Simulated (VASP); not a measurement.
A run of VASP 6.6.1 is set up as follows.

File INCAR:

```
SYSTEM = Fe
PREC = Accurate ; ENCUT = 520
EDIFF = 1E-6 ; ISMEAR = -1
SIGMA = 0.1 ; LREAL = .FALSE.
LASPH = .TRUE. ; NELM = 100
ALGO = Normal ; ISIF = 2
LWAVE = .FALSE. ; LCHARG = .FALSE.
GGA = RP ; NBANDS = 19
```

Contents of KPOINTS:

```
Automatic mesh
0
G
  11 11 14
  0 0 0
```

POSCAR

```
Fe
1.0
    3.7243900097      0.0000000000      0.0000000000
   -1.8621950049      3.2254163620      0.0000000000
    0.0000000000      0.0000000000      2.3410398433
Fe
3
Direct
    0.0000000000      0.0000000000      0.0000000000
    0.3333333333      0.6666666667      0.5000000000
    0.6666666667      0.3333333333      0.5000000000
```

Potentials or basis: VASP PAW PBE potentials, release 64 (Fe).

Command:

```sh
$ cat potpaw_PBE.64/Fe/POTCAR > POTCAR
$ mpirun -np 1 vasp_std > vasp.out
```

Question: Predict the pressure.

Answer: 42.6 GPa.

Question: What does it give for the band gap on the k mesh?

Answer: Zero (band 12 reaches 8.99 eV, above the bottom of band 13 at 7.26 eV).

Stress tensor (GPa, compression positive):
```
43.95  0.00  0.00
 0.00 43.95  0.00
 0.00  0.00 39.76
```

Caveat: the PAW data sets were made with another functional, which shifts forces and pressure a little; the run has no spin polarisation, though such a crystal can be magnetic. Spin polarisation is off, so any magnetic state and its effect on volume and gap are missing.
